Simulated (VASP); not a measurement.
Ti, 2 atoms in the cell. Symmetry: P4/nmm, No. 129, tetragonal system. Conventional cell: a = 3.210 Å, b = 3.210 Å, c = 3.210 Å, α = 90.00°, β = 90.00°, γ = 90.00°. Within 3.4 Å of Ti (site symmetry 4mm) lie 14 Ti at 2.58 to 3.21 Å.  This cell differs from its parent crystal: atoms displaced along a vibrational mode.

```yaml
Program: VASP 6.6.1
Task: single point
Functional: PBEsol
Potentials_or_basis: VASP PAW PBE potentials, release 64 (Ti_sv)
Cutoff: 520 eV
k_mesh: 14 × 14 × 14
Occupations: gaussian, width 0.15 eV
Spin: no spin polarisation
Dipole_correction: no
Further_INCAR_settings: ALGO = Fast; EDIFF = 1e-06; NBANDS = 19
```

Potentials or basis: VASP PAW PBE potentials, release 64 (Ti_sv).

Command:

```console
$ cat potpaw_PBE.64/Ti_sv/POTCAR > POTCAR
$ mpirun -np 1 vasp_std > vasp.out
```

Hardware: 1 thread of AMD EPYC 7R43 64-Core Processor (Zen 3), on a shared host.

Estimate the wall time of this run.

Wall time 7 min on 1 thread of AMD EPYC 7R43 64-Core Processor (Zen 3), with other jobs on the host, peak memory 0.21 GiB. Counts: scf iterations 34, k points 288.
